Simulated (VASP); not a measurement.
# BeSe2 (Pa-3) in VASP: notebook

The runs below take BeSe2 through single point, relaxation of cell and atoms, with PBE.

Program: VASP 6.6.1. These are calculated values, not measurements. Logs are shortened: lines on timing, memory, paths and dates and some standing lists are left out, and cuts for length are marked.

### 1 The cell of the first run

Symmetry: Pa-3, No. 205, cubic system. The conventional cell has a = 5.925 Å, b = 5.925 Å, c = 5.925 Å, α = 90.00°, β = 90.00°, γ = 90.00°. Be (site symmetry -3) has 6 Se at 2.47 Å within 3.3 Å. Within 3.2 Å of Se (site symmetry 3) lie 1 Se at 2.39 Å and 3 Be at 2.47 Å.

### 2 Single point, PBE

INCAR reads:

```
PREC = Accurate
ENCUT = 520
EDIFF = 1E-6
ISMEAR = 0
SIGMA = 0.2
LREAL = False
LASPH = True
NELM = 80
ALGO = Normal
ISIF = 2
LWAVE = False
LCHARG = False
GGA = PE
NBANDS = 40
```

KPOINTS reads:

```
regular mesh
0
Gamma
  3 3 3
```

POSCAR reads:

```
BeSe2
1.0
    5.9248394530      0.0000000000      0.0000000000
    0.0000000000      5.9248394530      0.0000000000
    0.0000000000      0.0000000000      5.9248394530
Be Se
4 8
Direct
    0.5000000000      0.0000000000      0.5000000000
    0.0000000000      0.0000000000      0.0000000000
    0.5000000000      0.5000000000      0.0000000000
    0.0000000000      0.5000000000      0.5000000000
    0.6165736089      0.8834263911      0.1165736089
    0.3834263911      0.1165736089      0.8834263911
    0.6165736089      0.6165736089      0.6165736089
    0.3834263911      0.3834263911      0.3834263911
    0.8834263911      0.1165736089      0.6165736089
    0.1165736089      0.8834263911      0.3834263911
    0.1165736089      0.6165736089      0.8834263911
    0.8834263911      0.3834263911      0.1165736089
```

Potentials or basis: VASP PAW PBE potentials, release 64 (Be, Se).

On the command line:

```
$ cat potpaw_PBE.64/Be/POTCAR potpaw_PBE.64/Se/POTCAR > POTCAR
$ mpirun -np 1 vasp_std > vasp.out
```

OUTCAR:

```text
PREC = Accurate
   ENCUT = 520
   EDIFF = 1E-6
   ISMEAR = 0
   LREAL = False
   LASPH = True
   NELM = 80
   ISIF = 2
   GGA = PE

 ion  position               nearest neighbor table
   1  0.500  0.000  0.500-   7 2.47   8 2.47   9 2.47  10 2.47   5 2.47   6 2.47
   2  0.000  0.000  0.000-   5 2.47   6 2.47  11 2.47  12 2.47   9 2.47  10 2.47
   3  0.500  0.500  0.000-   5 2.47   6 2.47  11 2.47  12 2.47   7 2.47   8 2.47
   4  0.000  0.500  0.500-   7 2.47   8 2.47   9 2.47  10 2.47  11 2.47  12 2.47
   5  0.617  0.883  0.117-   6 2.39   3 2.47   2 2.47   1 2.47
   6  0.383  0.117  0.883-   5 2.39   3 2.47   2 2.47   1 2.47
   7  0.617  0.617  0.617-   8 2.39   4 2.47   1 2.47   3 2.47
   8  0.383  0.383  0.383-   7 2.39   4 2.47   1 2.47   3 2.47
   9  0.883  0.117  0.617-  10 2.39   4 2.47   1 2.47   2 2.47
  10  0.117  0.883  0.383-   9 2.39   4 2.47   1 2.47   2 2.47
  11  0.117  0.617  0.883-  12 2.39   3 2.47   2 2.47   4 2.47
  12  0.883  0.383  0.117-  11 2.39   3 2.47   2 2.47   4 2.47

  LATTYP: Found a simple cubic cell.
 ALAT       =     5.9248394530

  Lattice vectors:

 A1 = (   5.9248394530,   0.0000000000,   0.0000000000)
 A2 = (   0.0000000000,   5.9248394530,   0.0000000000)
 A3 = (   0.0000000000,   0.0000000000,   5.9248394530)

Analysis of symmetry for initial positions (statically):
=====================================================================
 Subroutine PRICEL returns:
 Original cell was already a primitive cell.

 Routine SETGRP: Setting up the symmetry group for a
 simple cubic supercell.

 Subroutine GETGRP returns: Found 24 space group operations
 (whereof  6 operations were pure point group operations)
 out of a pool of 48 trial point group operations.

The static configuration has the point symmetry S_6 .
 The point group associated with its full space group is T_h .

Analysis of symmetry for dynamics (positions and initial velocities):
=====================================================================
 Subroutine PRICEL returns:
 Original cell was already a primitive cell.

 Routine SETGRP: Setting up the symmetry group for a
 simple cubic supercell.

 Subroutine GETGRP returns: Found 24 space group operations
 (whereof  6 operations were pure point group operations)
 out of a pool of 48 trial point group operations.

The dynamic configuration has the point symmetry S_6 .
 The point group associated with its full space group is T_h .

 Subroutine INISYM returns: Found 24 space group operations
 (whereof  6 operations are pure point group operations),
 and found     1 'primitive' translations

----------------------------------------------------------------------------------------

                                     Primitive cell

  volume of cell :     207.9839

  direct lattice vectors                    reciprocal lattice vectors
     5.924839453  0.000000000  0.000000000     0.168780945  0.000000000  0.000000000
     0.000000000  5.924839453  0.000000000     0.000000000  0.168780945  0.000000000
     0.000000000  0.000000000  5.924839453     0.000000000  0.000000000  0.168780945

  length of vectors
     5.924839453  5.924839453  5.924839453     0.168780945  0.168780945  0.168780945

  position of ions in fractional coordinates (direct lattice)
     0.500000000  0.000000000  0.500000000
     0.000000000  0.000000000  0.000000000
     0.500000000  0.500000000  0.000000000
     0.000000000  0.500000000  0.500000000
     0.616573609  0.883426391  0.116573609
     0.383426391  0.116573609  0.883426391
     0.616573609  0.616573609  0.616573609
     0.383426391  0.383426391  0.383426391
     0.883426391  0.116573609  0.616573609
     0.116573609  0.883426391  0.383426391
     0.116573609  0.616573609  0.883426391
     0.883426391  0.383426391  0.116573609

  ion indices of the primitive-cell ions
   primitive index   ion index
                 1           1
                 2           2
                 3           3
                 4           4
                 5           5
                 6           6
                 7           7
                 8           8
                 9           9
                10          10
                11          11
                12          12

----------------------------------------------------------------------------------------

 KPOINTS: regular mesh

Automatic generation of k-mesh.
 Grid dimensions read from file:
 generate k-points for:    3    3    3

 Generating k-lattice:

  Cartesian coordinates                     Fractional coordinates (reciprocal lattice)
     0.056260315  0.000000000  0.000000000     0.333333333  0.000000000  0.000000000
     0.000000000  0.056260315  0.000000000     0.000000000  0.333333333  0.000000000
     0.000000000  0.000000000  0.056260315     0.000000000  0.000000000  0.333333333

  Length of vectors
     0.056260315  0.056260315  0.056260315

  Shift w.r.t. Gamma in fractional coordinates (k-lattice)
     0.000000000  0.000000000  0.000000000

 Subroutine IBZKPT returns following result:
 ===========================================

 Found      4 irreducible k-points:

 Following reciprocal coordinates:
            Coordinates               Weight
  0.000000  0.000000  0.000000      1.000000
  0.333333  0.000000  0.000000      6.000000
  0.333333  0.333333  0.000000     12.000000
  0.333333  0.333333  0.333333      8.000000
   k-points           NKPTS =      4   k-points in BZ     NKDIM =      4   number of bands    NBANDS=     40
   number of dos      NEDOS =    301   number of ions     NIONS =     12
   total plane-waves  NPLWV = 110592
   dimension x,y,z NGX =    48 NGY =   48 NGZ =   48
   dimension x,y,z NGXF=    96 NGYF=   96 NGZF=   96
   ions per type =               4   8
   NGX,Y,Z   is equivalent  to a cutoff of  13.47, 13.47, 13.47 a.u.
   NGXF,Y,Z  is equivalent  to a cutoff of  26.94, 26.94, 26.94 a.u.
 SYSTEM =  unknown system
   PREC   = accura    normal or accurate (medium, high low for compatibility)
   ISTART =      0    job   : 0-new  1-cont  2-samecut
   ICHARG =      2    charge: 1-file 2-atom 10-const
   ISPIN  =      1    spin polarized calculation?
   LNONCOLLINEAR =      F non collinear calculations
   LSORBIT =      F    spin-orbit coupling
   LASPH  =      T    aspherical Exc in radial PAW
   ENCUT  =  520.0 eV  38.22 Ry    6.18 a.u.  11.02 11.02 11.02*2*pi/ulx,y,z
   NELM   =     80;   NELMIN=  2; NELMDL= -5     # of ELM steps
   EDIFF  = 0.1E-05   stopping-criterion for ELM
   LREAL  =      F    real-space projection
   EDIFFG = 0.1E-04   stopping-criterion for IOM
   NSW    =      0    number of steps for IOM
   IBRION =     -1    ionic relax: 0-MD 1-quasi-New 2-CG
   NFREE  =      0    steps in history (QN), initial steepest desc. (CG)
   ISIF   =      2    stress and relaxation
   ISYM   =      2    0-nonsym 1-usesym 2-fastsym
   POTIM  = 0.5000    time-step for ionic-motion
   TEBEG  =    0.0;   TEEND  =   0.0 temperature during run
   PSTRESS=    0.0 pullay stress
   NELECT =      56.0000    total number of electrons
   NUPDOWN=      -1.0000    fix difference up-down
   EMIN   =  10.00;   EMAX   =-10.00  energy-range for DOS
   EFERMI =   0.00;   METHOD = LEGACY
   ISMEAR =     0;   SIGMA  =   0.20  broadening in eV -4-tet -1-fermi 0-gaus
   EFERMI_NEDOS =   21; number of points for ismear=-14 and -15
   IALGO  =     38    algorithm
   IMIX   =      4    mixing-type and parameters
     AMIX     =   0.40;   BMIX     =  1.00
     AMIX_MAG =   1.60;   BMIX_MAG =  1.00
  volume/ion in A,a.u.               =      17.33       116.96
  Fermi-wavevector in a.u.,A,eV,Ry     =   1.057128  1.997682 15.204778  1.117520
  Thomas-Fermi vector in A             =   2.192389
   LORBIT       =      0    0 simple, 1 ext, 2 COOP (PROOUT), +10 PAW based schemes
   GGA     = PE    functional components
   LHFCALC =     F    Hartree Fock is set to
   AEXX    =    0.0000 exact exchange contribution
   IVDW    =     0    specifies the selected vdW correction
   LEPSILON=     F    determine dielectric tensor
   LRPA    =     F    only Hartree local field effects (RPA)
 non-spin polarized calculation
 Gauss-broadening in eV      SIGMA  =   0.20
  energy-cutoff  :      520.00
  volume of cell :      207.98
 maximum number of plane-waves:      5644
 NGX is ok and might be reduce to    48
   NGX = 23   NGY = 23   NGZ = 23

 number of electron      56.0000002 magnetization

 Free energy of the ion-electron system (eV)
  ---------------------------------------------------
  ext. energy  EPLUGINS =         0.00000000
  ---------------------------------------------------
  free energy    TOTEN  =       -46.21111897 eV

  energy without entropy =      -46.21032300  energy(sigma->0) =      -46.21072099

 E-fermi :   5.6925     XC(G=0): -10.1490

 val. band max:        5.2816522536   @ k =   0.0000   0.0000   0.0000
 cond. band min:       6.0070626225   @ k =   0.0000   0.0000   0.0000
 fundamental gap:      0.7254103689
 Fermi energy:         5.6925470333

 k-point     1 :       0.0000    0.0000    0.0000
  band No.  band energies     occupation
      1     -10.6129      2.00000
      2      -8.8442      2.00000
      3      -8.8442      2.00000
      4      -8.8442      2.00000
      5      -7.1296      2.00000
      6      -7.1296      2.00000
[... 32 lines left out ...]
     39      11.3908      0.00000
     40      11.3923      0.00000

 k-point     2 :       0.3333    0.0000    0.0000
  band No.  band energies     occupation
      1     -10.3046      2.00000
      2      -9.4921      2.00000
      3      -8.8345      2.00000
      4      -8.8343      2.00000
      5      -6.9949      2.00000
      6      -6.9047      2.00000
[... 32 lines left out ...]
     39      10.7008      0.00000
     40      10.8918      0.00000

 k-point     3 :       0.3333    0.3333    0.0000
  band No.  band energies     occupation
      1     -10.0245      2.00000
      2      -9.3231      2.00000
      3      -9.3219      2.00000
      4      -8.9870      2.00000
      5      -6.9414      2.00000
      6      -6.8410      2.00000
[... 32 lines left out ...]
     39      10.3829      0.00000
     40      10.6452      0.00000

 k-point     4 :       0.3333    0.3333    0.3333
  band No.  band energies     occupation
      1      -9.7880      2.00000
      2      -9.2738      2.00000
      3      -9.2572      2.00000
      4      -9.2572      2.00000
      5      -7.0010      2.00000
      6      -7.0010      2.00000
[... 32 lines left out ...]
     39      10.0381      0.00000
     40      10.8813      0.00000

------------------------ aborting loop because EDIFF is reached ----------------------------------------

  FORCE on cell =-STRESS in cart. coord.  units (eV):
  Direction    XX          YY          ZZ          XY          YZ          ZX
  --------------------------------------------------------------------------------------
  -------------------------------------------------------------------------------------
  Total        0.9837454      0.9837454      0.9837454     -0.0000000     -0.0000000      0.0000000
  in kB        7.5781562      7.5781562      7.5781562     -0.0000000     -0.0000000      0.0000000
  external PRESSURE =       7.5781562 kB  Pullay stress =       0.0000000 kB

 VOLUME and BASIS-vectors are now :
 -----------------------------------------------------------------------------
  energy-cutoff  :      520.00
  volume of cell :      207.98
      direct lattice vectors                 reciprocal lattice vectors
     5.924839453  0.000000000  0.000000000     0.168780945  0.000000000  0.000000000
     0.000000000  5.924839453  0.000000000     0.000000000  0.168780945  0.000000000
     0.000000000  0.000000000  5.924839453     0.000000000  0.000000000  0.168780945

 POSITION                                       TOTAL-FORCE (eV/Angst)
 -----------------------------------------------------------------------------------
      2.96242      0.00000      2.96242         0.000000     -0.000000     -0.000000
      0.00000      0.00000      0.00000         0.000000     -0.000000     -0.000000
      2.96242      2.96242      0.00000         0.000000     -0.000000     -0.000000
      0.00000      2.96242      2.96242         0.000000     -0.000000     -0.000000
      3.65310      5.23416      0.69068        -0.002754      0.002754     -0.002754
      2.27174      0.69068      5.23416         0.002754     -0.002754      0.002754
      3.65310      3.65310      3.65310        -0.002754     -0.002754     -0.002754
      2.27174      2.27174      2.27174         0.002754      0.002754      0.002754
      5.23416      0.69068      3.65310         0.002754     -0.002754     -0.002754
      0.69068      5.23416      2.27174        -0.002754      0.002754      0.002754
      0.69068      3.65310      5.23416        -0.002754     -0.002754      0.002754
      5.23416      2.27174      0.69068         0.002754      0.002754     -0.002754
 -----------------------------------------------------------------------------------
    total drift:                               -0.000000     -0.000000     -0.000000

  FREE ENERGIE OF THE ION-ELECTRON SYSTEM (eV)
  ---------------------------------------------------
  free  energy   TOTEN  =       -46.2111189678 eV

  energy  without entropy=      -46.2103230032  energy(sigma->0) =      -46.21072099
```

It took 30 s on 1 thread of AMD EPYC 7R13 (Zen 3), shared host; peak memory 0.29 GiB.

Results:

```
Free energy            : -46.2111 eV
Pressure               : 0.8 GPa
Largest force          : 0.005 eV/Å
Band gap on the k mesh : 0.73 eV, direct
```

Forces on the atoms (eV/Å):
```
Be   0.000  0.000  0.000
Be   0.000  0.000  0.000
Be   0.000  0.000  0.000
Be   0.000  0.000  0.000
Se  -0.003  0.003 -0.003
Se   0.003 -0.003  0.003
Se  -0.003 -0.003 -0.003
Se   0.003  0.003  0.003
Se   0.003 -0.003 -0.003
Se  -0.003  0.003  0.003
Se  -0.003 -0.003  0.003
Se   0.003  0.003 -0.003
```

Levels at points of the mesh, in eV from the valence-band top:
| k point | band 25 | band 26 | band 27 | band 28 | band 29 | band 30 | band 31 | band 32 |
| --- | --- | --- | --- | --- | --- | --- | --- | --- |
| (0.00, 0.00, 0.00) | -1.06 | -1.06 | 0.00 | 0.00 | 0.73 | 2.72 | 2.72 | 2.72 |

[end of part 1 of 2]
